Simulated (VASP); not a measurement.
Input of a VASP 6.6.1 run:

The input INCAR:

```
SYSTEM = AlN
  PREC = Accurate
  ENCUT = 520
  EDIFF = 1E-6
  ISMEAR = 0
  SIGMA = 0.05
  LREAL = .FALSE.
  LASPH = .TRUE.
  NELM = 80
  ALGO = Normal
  ISIF = 2
  LWAVE = .FALSE.
  LCHARG = .FALSE.
  GGA = PE
  NBANDS = 26
```

Contents of KPOINTS:

```
regular mesh
0
G
  8 6 4
  0 0 0
```

File POSCAR:

```
AlN
1.0
   -1.6567491617      2.8695737234      0.0000000000
    0.0000000000      0.0000000000      4.1874629526
    4.9702474850      2.8695737234      0.0000000000
Al N
4 4
Direct
    0.4911759721      0.7500000000      0.0876727731
    0.0000000000      0.7500000000      0.6666666667
    0.0000000000      0.2500000000      0.3333333333
    0.5000000000      0.2500000000      0.8333333333
    0.5000000000      0.2500000000      0.1666666667
    0.0000000000      0.2500000000      0.6666666667
    0.0000000000      0.7500000000      0.3333333333
    0.5000000000      0.7500000000      0.8333333333
```

Potentials or basis: VASP PAW PBE potentials, release 64 (Al, N).

The run is started by

```bash
$ cat potpaw_PBE.64/Al/POTCAR potpaw_PBE.64/N/POTCAR > POTCAR
$ mpirun -np 1 vasp_std > vasp.out
```

Q: What does it give for the largest force?

A: 22.417 eV/Å.

Q: Predict the band gap on the k mesh.

A: 2.36 eV (least direct gap 2.41 eV).

Forces on the atoms (eV/Å):
```
Al   19.505  11.049   0.000
Al   -2.179  -1.283   0.000
Al   -0.484  -0.316   0.000
Al   -0.424  -0.197   0.000
N    -1.758  -1.096   0.000
N     0.904   0.517   0.000
N    -1.258  -0.724   0.000
N   -14.306  -7.950   0.000
```

Caveat: the cell differs from its parent crystal (atom 1 (Al) moved by -0.378 Å along [1 0 0] and -0.252 Å along [1 2 0]); forces of over 1 eV/Å act on the atoms, so gaps and moduli don't describe the material at rest. A k mesh can miss the band edges.
